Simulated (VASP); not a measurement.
# SrO in VASP: a series of runs

SrO is run at these levels: r2SCAN+D3(BJ), BLYP+D4, LDA, revPBE, PBEsol; tasks: single point, relaxation of cell and atoms.

Program: VASP 6.6.1. These are calculated values, not measurements. Logs are shortened: lines on timing, memory, paths and dates and some standing lists are left out, and cuts for length are marked.

## Step 1: The cell of the first run

It takes space group Fm-3m (No. 225, cubic). Conventional cell: a = 4.765 Å, b = 4.765 Å, c = 4.765 Å, α = 90.00°, β = 90.00°, γ = 90.00°. Within 3.1 Å of Sr (site symmetry m-3m) lie 6 O at 2.38 Å. O (site symmetry m-3m) has 6 Sr at 2.38 Å within 3.1 Å.

## Step 2: Single point, r2SCAN+D3(BJ) (13.52 Å³/atom)

Contents of POSCAR:

```
SrO
1.0
    0.0000000000      2.3823418847      2.3823418847
    2.3823418847      0.0000000000      2.3823418847
    2.3823418847      2.3823418847      0.0000000000
Sr O
1 1
Direct
    0.5000000000      0.5000000000      0.5000000000
    0.0000000000      0.0000000000      0.0000000000
```

Contents of INCAR.step1:

```
PREC = Accurate ; ENCUT = 520
ISMEAR = 0 ; SIGMA = 0.01
LREAL = F ; LASPH = T
NELM = 100 ; NBANDS = 15
GGA = PE ; ALGO = Normal
EDIFF = 1E-4 ; LWAVE = T
LCHARG = F
```

Contents of INCAR.step2:

```
PREC = Accurate ; ENCUT = 520
EDIFF = 1E-7 ; ISMEAR = 0
SIGMA = 0.01 ; LREAL = F
LASPH = T ; NELM = 100
ALGO = Normal ; ISIF = 2
LWAVE = F ; LCHARG = F
METAGGA = R2SCAN ; LMIXTAU = T
IVDW = 12 ; VDW_S6 = 1.0
VDW_S8 = 0.78981345 ; VDW_A1 = 0.49484001
VDW_A2 = 5.73083694 ; NBANDS = 15
ISTART = 1
```

Contents of KPOINTS:

```
regular mesh
0
Gamma
  9 9 9
```

Potentials or basis: VASP PAW PBE potentials, release 64 (Sr_sv, O).

The run is started by

```bash
$ cat potpaw_PBE.64/Sr_sv/POTCAR potpaw_PBE.64/O/POTCAR > POTCAR
$ cp INCAR.step1 INCAR
$ mpirun -np 1 vasp_std > vasp.out
$ cp INCAR.step2 INCAR
$ mpirun -np 1 vasp_std > vasp.out
```

OUTCAR:

```text
PREC = Accurate
   ENCUT = 520
   EDIFF = 1E-7
   ISMEAR = 0
   LREAL = F
   LASPH = T
   NELM = 100
   ISIF = 2
   METAGGA = R2SCAN
   IVDW = 12
   ISTART = 1
 IVDW          = 12

 ion  position               nearest neighbor table
   1  0.500  0.500  0.500-   2 2.38   2 2.38   2 2.38   2 2.38   2 2.38   2 2.38
   2  0.000  0.000  0.000-   1 2.38   1 2.38   1 2.38   1 2.38   1 2.38   1 2.38

  LATTYP: Found a face centered cubic cell.
 ALAT       =     4.7646837694

  Lattice vectors:

 A1 = (   0.0000000000,   2.3823418847,   2.3823418847)
 A2 = (   2.3823418847,   0.0000000000,   2.3823418847)
 A3 = (   2.3823418847,   2.3823418847,   0.0000000000)

Analysis of symmetry for initial positions (statically):
=====================================================================
 Subroutine PRICEL returns:
 Original cell was already a primitive cell.

 Routine SETGRP: Setting up the symmetry group for a
 face centered cubic supercell.

 Subroutine GETGRP returns: Found 48 space group operations
 (whereof 48 operations were pure point group operations)
 out of a pool of 48 trial point group operations.

The static configuration has the point symmetry O_h .

Analysis of symmetry for dynamics (positions and initial velocities):
=====================================================================
 Subroutine PRICEL returns:
 Original cell was already a primitive cell.

 Routine SETGRP: Setting up the symmetry group for a
 face centered cubic supercell.

 Subroutine GETGRP returns: Found 48 space group operations
 (whereof 48 operations were pure point group operations)
 out of a pool of 48 trial point group operations.

The dynamic configuration has the point symmetry O_h .

 Subroutine INISYM returns: Found 48 space group operations
 (whereof 48 operations are pure point group operations),
 and found     1 'primitive' translations

----------------------------------------------------------------------------------------

                                     Primitive cell

  volume of cell :      27.0422

  direct lattice vectors                    reciprocal lattice vectors
     0.000000000  2.382341885  2.382341885    -0.209877517  0.209877517  0.209877517
     2.382341885  0.000000000  2.382341885     0.209877517 -0.209877517  0.209877517
     2.382341885  2.382341885  0.000000000     0.209877517  0.209877517 -0.209877517

  length of vectors
     3.369140204  3.369140204  3.369140204     0.363518523  0.363518523  0.363518523

  position of ions in fractional coordinates (direct lattice)
     0.500000000  0.500000000  0.500000000
     0.000000000  0.000000000  0.000000000

  ion indices of the primitive-cell ions
[... 89 lines left out ...]
   EFERMI =   0.00;   METHOD = LEGACY
   ISMEAR =     0;   SIGMA  =   0.01  broadening in eV -4-tet -1-fermi 0-gaus
   EFERMI_NEDOS =   21; number of points for ismear=-14 and -15
   IALGO  =     38    algorithm
   IMIX   =      4    mixing-type and parameters
     AMIX     =   0.40;   BMIX     =  1.00
     AMIX_MAG =   1.60;   BMIX_MAG =  1.00
  volume/ion in A,a.u.               =      13.52        91.24
  Fermi-wavevector in a.u.,A,eV,Ry     =   1.374361  2.597165 25.699602  1.888867
  Thomas-Fermi vector in A             =   2.499794
   LORBIT       =      0    0 simple, 1 ext, 2 COOP (PROOUT), +10 PAW based schemes
   METAGGA = R2SCAN    functional components
   LHFCALC =     F    Hartree Fock is set to
   AEXX    =    0.0000 exact exchange contribution
   IVDW    =    12    specifies the selected vdW correction
   LEPSILON=     F    determine dielectric tensor
   LRPA    =     F    only Hartree local field effects (RPA)
 non-spin polarized calculation
 Gauss-broadening in eV      SIGMA  =   0.01
  energy-cutoff  :      520.00
  volume of cell :       27.04
 maximum number of plane-waves:       745
 NGX is ok and might be reduce to    28
   NGX = 13   NGY = 13   NGZ = 13

 number of electron      15.9999997 magnetization

 Free energy of the ion-electron system (eV)
  ---------------------------------------------------
  ext. energy  EPLUGINS =         0.00000000
  ---------------------------------------------------
  free energy    TOTEN  =       -26.30587348 eV

  energy without entropy =      -26.30587348  energy(sigma->0) =      -26.30587348

 E-fermi :   2.8975     XC(G=0): -11.8217

 val. band max:        2.7264015292   @ k =   0.4444   0.4444   0.0000
 cond. band min:       6.1285096255   @ k =   0.4444   0.4444   0.0000
 fundamental gap:      3.4021080963
 Fermi energy:         2.8975462404

 k-point     1 :       0.0000    0.0000    0.0000
  band No.  band energies     occupation
      1     -30.2505      2.00000
      2     -13.6986      2.00000
      3     -10.8923      2.00000
      4     -10.8923      2.00000
      5     -10.8923      2.00000
      6       2.5849      2.00000
      7       2.5849      2.00000
      8       2.5849      2.00000
      9       9.2171      0.00000
     10       9.7930      0.00000
     11       9.7930      0.00000
     12       9.7930      0.00000
     13      12.6899      0.00000
     14      12.6899      0.00000
[... 401 lines left out ...]
      2     -14.1322      2.00000
      3     -12.4767      2.00000
      4     -11.6014      2.00000
      5     -11.6014      2.00000
      6       2.5763      2.00000
      7       2.7264      2.00000
      8       2.7264      2.00000
      9       6.1285      0.00000
     10      12.9927      0.00000
     11      14.9716      0.00000
     12      16.0130      0.00000
     13      16.0423      0.00000
     14      16.0423      0.00000
     15      21.3292      0.00000

 [... further k-points ...]

------------------------ aborting loop because EDIFF is reached ----------------------------------------

 Edisp (eV)   -0.29697

 E8    (eV) :    -0.1184

  FORCE on cell =-STRESS in cart. coord.  units (eV):
  Direction    XX          YY          ZZ          XY          YZ          ZX
  --------------------------------------------------------------------------------------
  -------------------------------------------------------------------------------------
  Total       6.41450     6.41450     6.41450     0.00000     0.00000    -0.00000
  in kB     380.04172   380.04172   380.04172     0.00000     0.00000    -0.00000
  external pressure =      380.04 kB  Pullay stress =        0.00 kB

 VOLUME and BASIS-vectors are now :
 -----------------------------------------------------------------------------
  energy-cutoff  :      520.00
  volume of cell :       27.04
      direct lattice vectors                 reciprocal lattice vectors
     0.000000000  2.382341885  2.382341885    -0.209877517  0.209877517  0.209877517
     2.382341885  0.000000000  2.382341885     0.209877517 -0.209877517  0.209877517
     2.382341885  2.382341885  0.000000000     0.209877517  0.209877517 -0.209877517

 POSITION                                       TOTAL-FORCE (eV/Angst)
 -----------------------------------------------------------------------------------
      2.38234      2.38234      2.38234        -0.000000     -0.000000      0.000000
      0.00000      0.00000      0.00000         0.000000      0.000000     -0.000000
 -----------------------------------------------------------------------------------
    total drift:                                0.000000      0.000000      0.000000

  FREE ENERGIE OF THE ION-ELECTRON SYSTEM (eV)
  ---------------------------------------------------
  free  energy   TOTEN  =       -26.6028446985 eV

  energy  without entropy=      -26.6028446985  energy(sigma->0) =      -26.60284470
```

OUTCAR.step1:

```text
PREC = Accurate
   ENCUT = 520
   ISMEAR = 0
   LREAL = F
   LASPH = T
[... 653 lines left out ...]
 -----------------------------------------------------------------------------------
      2.38234      2.38234      2.38234         0.000000      0.000000     -0.000000
      0.00000      0.00000      0.00000         0.000000     -0.000000      0.000000
 -----------------------------------------------------------------------------------
    total drift:                                0.000000      0.000000      0.000000

  FREE ENERGIE OF THE ION-ELECTRON SYSTEM (eV)
  ---------------------------------------------------
  free  energy   TOTEN  =       -11.2265844442 eV

  energy  without entropy=      -11.2265844442  energy(sigma->0) =      -11.22658444
```

OSZICAR.step1:

```text
N       E                     dE             d eps       ncg     rms          rms(c)
DAV:   1     0.590406972847E+02    0.59041E+02   -0.80482E+03  1050   0.104E+03
DAV:   2    -0.106782836342E+02   -0.69719E+02   -0.64336E+02  1425   0.217E+02
DAV:   3    -0.135167985469E+02   -0.28385E+01   -0.28230E+01  1428   0.385E+01
DAV:   4    -0.136098379249E+02   -0.93039E-01   -0.93033E-01  1273   0.504E+00
DAV:   5    -0.136106535446E+02   -0.81562E-03   -0.81562E-03  1354   0.446E-01    0.268E+01
DAV:   6    -0.113132852638E+02    0.22974E+01   -0.61259E+00  1078   0.222E+01    0.307E+01
DAV:   7    -0.112372190086E+02    0.76066E-01   -0.20340E-01  1338   0.436E+00    0.180E+01
DAV:   8    -0.112242685435E+02    0.12950E-01   -0.83710E-02  1435   0.283E+00    0.180E+00
DAV:   9    -0.112259721102E+02   -0.17036E-02   -0.42669E-03  1426   0.513E-01    0.294E-01
DAV:  10    -0.112265551115E+02   -0.58300E-03   -0.62984E-04  1113   0.213E-01    0.986E-02
DAV:  11    -0.112265844442E+02   -0.29333E-04   -0.52410E-05   882   0.635E-02
   1 F= -.11226584E+02 E0= -.11226584E+02  d E =-.444958E-39
```

Wall time 2.9 min (1 thread of Intel Xeon 8259CL, shared host); peak memory 0.18 GiB.

Results:

```yaml
Free_energy: -26.6028 eV
Pressure: 38.0 GPa
Band_gap_on_the_k_mesh: 3.40 eV
Dispersion_energy_per_atom: -0.148 eV
```

Caveat: the cell stands under pressure; the PAW data sets were made with another functional, which shifts forces and pressure a little; an odd mesh through Γ misses points on the zone boundary, where band edges can lie.

(Continued in part 2 of 2.)
